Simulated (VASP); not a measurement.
Crystal: Ni.

```
CELL_PARAMETERS angstrom
4.43981 0.00000 0.00000
0.00000 4.43981 0.00000
0.00000 0.00000 4.43981
ATOMIC_POSITIONS crystal
Ni 0.00000 0.00000 0.00000
Ni 0.50000 0.50000 0.50000
Ni 0.25000 0.00000 0.50000
Ni 0.75000 0.00000 0.50000
Ni 0.50000 0.25000 0.00000
Ni 0.50000 0.75000 0.00000
Ni 0.00000 0.50000 0.25000
Ni 0.00000 0.50000 0.75000
```

```yaml
Program: VASP 6.6.1
Task: relaxation of cell and atoms
Functional: BLYP
Potentials_or_basis: VASP PAW PBE potentials, release 64 (Ni)
Cutoff: 600 eV
k_mesh: 6 × 6 × 6
Occupations: fermi-dirac, width 0.1 eV
Spin: no spin polarisation
```

At the start: pressure 12.3 GPa; volume 10.94 Å³/atom.

Task: Where does the relaxation end?

Result: Over 3 steps the energy falls by 26.5 meV/atom and the volume is 11.68 Å³/atom (+6.8 %); space group Pm-3n (No. 223, to 0.1 Å) before and after.

The path:
| step | energy change (eV) | largest force (eV/Å) | pressure (GPa) | volume (Å³) |
| --- | --- | --- | --- | --- |
| 1 | 0.0000 | 0.0000 | 12.26 | 87.52 |
| 2 | -0.0864 | 0.0000 | -7.47 | 98.55 |
| 3 | -0.2119 | 0.0000 | -0.08 | 93.46 |

Final structure:
```yaml
crystal:
  lattice:
    - [4.53816, 0.00000, 0.00000]
    - [0.00000, 4.53816, 0.00000]
    - [0.00000, 0.00000, 4.53816]
  atoms:
    - { symbol: Ni, position: [0.00000, 0.00000, 0.00000] }
    - { symbol: Ni, position: [0.50000, 0.50000, 0.50000] }
    - { symbol: Ni, position: [0.25000, 0.00000, 0.50000] }
    - { symbol: Ni, position: [0.75000, 0.00000, 0.50000] }
    - { symbol: Ni, position: [0.50000, 0.25000, 0.00000] }
    - { symbol: Ni, position: [0.50000, 0.75000, 0.00000] }
    - { symbol: Ni, position: [0.00000, 0.50000, 0.25000] }
    - { symbol: Ni, position: [0.00000, 0.50000, 0.75000] }
```

Caveat: the PAW data sets were made with another functional, which shifts forces and pressure a little; the run has no spin polarisation, though such a crystal can be magnetic.
